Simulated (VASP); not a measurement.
Runs of VASP 6.6.1 on AlN. The structure is that of space group P6_3mc (No. 186), or close to it. The cells are those of the table. 

```csv
task,level,cell,cutoff (eV),gap on the mesh (eV),pressure (GPa),relaxed volume (Å³/atom)
relaxation of cell and atoms,r2SCAN,"relaxed from a = 3.113, b = 3.113, c = 4.981 Å, angles 90.0, 90.0, 120.0°, 4 atoms",600,4.94,0.0,10.39
single point,RPBE,"a = 3.149, b = 3.149, c = 5.050 Å, angles 90.0, 90.0, 120.0°, 4 atoms",520,3.93,-0.6,-
single point,r2SCAN,"a = 3.107, b = 3.107, c = 4.978 Å, angles 90.0, 90.0, 120.0°, 4 atoms",520,4.92,-0.4,-
relaxation of cell and atoms,r2SCAN+rVV10,"relaxed from a = 3.113, b = 3.113, c = 4.981 Å, angles 90.0, 90.0, 120.0°, 4 atoms",600,4.92,0.0,10.35
relaxation of cell and atoms,RPBE,"relaxed from a = 3.113, b = 3.113, c = 4.981 Å, angles 90.0, 90.0, 120.0°, 4 atoms",600,(b),0.0,(a)
```

Alike in all rows: potentials or basis VASP PAW PBE potentials, release 64 (Al, N); no spin polarisation; k mesh 12 × 12 × 4; smearing gaussian 0.01 eV.

Question: Estimate the missing entries.

Answer: (a) 10.80; (b) 3.97.

Caveats: the PAW data sets were made with another functional, which shifts forces and pressure a little.

A k mesh can miss the band edges.
